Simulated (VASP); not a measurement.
A run of VASP 6.6.1:

INCAR

```
SYSTEM = Yb
ALGO     = Normal         ! electronic algorithm
EDIFF    = 1E-7           ! SCF threshold, eV
ENCUT    = 520            ! plane-wave cutoff, eV
GGA      = CA             ! functional
ISIF     = 2              ! what is computed and relaxed
ISMEAR   = -1             ! smearing method
LASPH    = .TRUE.         ! aspherical terms in the spheres
LCHARG   = .TRUE.         ! write CHGCAR
LELF     = .TRUE.         ! ELF
LREAL    = .FALSE.        ! projectors in reciprocal space
LVHAR    = .TRUE.       
LWAVE    = .FALSE.        ! write WAVECAR
NBANDS   = 31             ! bands
NELM     = 80             ! most SCF steps
PREC     = Accurate       ! precision mode
SIGMA    = 0.1            ! smearing width, eV
```

KPOINTS

```
k-points
0
G
  8 8 8
  0 0 0
```

File POSCAR:

```
Yb
1.0
    0.0000000000      3.8660720199      3.8660720199
    3.8660720199      0.0000000000      3.8660720199
    3.8660720199      3.8660720199      0.0000000000
Yb
2
Direct
    0.1250000000      0.1250000000      0.1250000000
    0.8750000000      0.8750000000      0.8750000000
```

Potentials or basis: VASP PAW PBE potentials, release 64 (Yb).

Run with:

```bash
$ cat potpaw_PBE.64/Yb/POTCAR > POTCAR
$ mpirun -np 1 vasp_std > vasp.out
```

Hardware: 1 thread of AMD EPYC 9R45 (Zen 5), on a shared host.

Question: How long does it take, and how much memory?

Answer: Run time: 120 s on 1 thread of AMD EPYC 9R45 (Zen 5) (shared host), peak memory 0.24 GiB. Counts: scf iterations 26, k points 29.
